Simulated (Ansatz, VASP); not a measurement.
BaTiO3: VASP beside Ansatz

Contents of INCAR:

```
SYSTEM = BaTiO3
PREC = Accurate
ENCUT = 520
EDIFF = 1E-6
ISMEAR = 0
SIGMA = 0.05
LREAL = .False.
LASPH = .True.
NELM = 150
ALGO = Normal
ISIF = 2
LWAVE = .False.
LCHARG = .False.
LMAXMIX = 4
LDAU = .True.
LDAUTYPE = 2
LDAUL = -1 2 -1
LDAUU = 0 4 0
LDAUJ = 0 0 0
LDAUPRINT = 1
GGA = PE
NBANDS = 28
```

Contents of KPOINTS:

```
Automatic mesh
0
Gamma
  6 6 6
  0 0 0
```

File POSCAR:

```
BaTiO3
1.0
    3.9280550851      0.0000000000      0.0000000000
    0.0000000000      2.8158158427      2.8859183788
    0.0000000000     -2.8158158427      2.8859183788
Ba Ti O
1 1 3
Direct
    0.0000000000      0.0080771845      0.0080771845
    0.5000000000      0.5197092871      0.5197092871
    0.0000000000      0.4916268390      0.4916268390
    0.5000000000      0.4938075372      0.9829991522
    0.5000000000      0.9829991522      0.4938075372
```

Input for Ansatz:

```yaml
crystal:
  lattice:
    - [3.9280550851, 0.0, 0.0]
    - [0.0, 2.8158158427, 2.8859183788]
    - [0.0, -2.8158158427, 2.8859183788]
  atoms:
    - { symbol: Ba, position: [0.0, 0.0080771845, 0.0080771845] }
    - { symbol: Ti, position: [0.5, 0.5197092871, 0.5197092871] }
    - { symbol: O, position: [0.0, 0.491626839, 0.491626839] }
    - { symbol: O, position: [0.5, 0.4938075372, 0.9829991522] }
    - { symbol: O, position: [0.5, 0.9829991522, 0.4938075372] }
basis:
  ecutwfc: 420
kpoints:
  mp_grid: { grid: [6, 6, 6] }
hamiltonian:
  xc: pbe
  hubbard: { sites: [{ species: Ti, l: d, u_eff: 4.0 }] }
scf:
  occupations: { method: gaussian, width: 0.05 }
output:
  forces: true
  stress: true
  eigenvalues: true
```

Change from the starting cell: strain -0.0200 x Voigt [1, 1, 0, 0, 0, 0], atoms carried along.

Alike in both runs: task single point; functional PBE; k mesh 6 × 6 × 6; occupations gaussian, width 0.05 eV; no spin polarisation; Hubbard terms Ti d U = 4.0 eV.

|  | VASP | Ansatz |
| --- | --- | --- |
| version | VASP 6.6.1 | Ansatz 0.2.0 |
| potentials or method | VASP PAW PBE potentials, release 64 (Ba_sv, Ti_sv, O), cutoff 520 eV | scalar-relativistic, plane waves, PAW |
| valence electrons in the cell | 40 | 40 |

Ansatz gave:

* gap on the k mesh at the Fermi level (eV): 2.60
* least direct gap on the mesh (eV): 2.95
* pressure (GPa): 7.1
* traceless stress, the component that is largest in VASP (GPa): -3.14
* rms of the force components (eV/Å): 0.127

Task: Estimate VASP's values.

Result: gap on the k mesh at the Fermi level (eV): 2.57; least direct gap on the mesh (eV): 2.93; pressure (GPa): 11.1; traceless stress, the component that is largest in VASP (GPa): -3.39; rms of the force components (eV/Å): 0.355.

The programs project onto different local orbitals, so the same U acts differently, and such runs can settle in different states. Atom by atom the forces differ by 0.232 eV/Å (rms over components).

Neither program's run includes spin-orbit coupling.
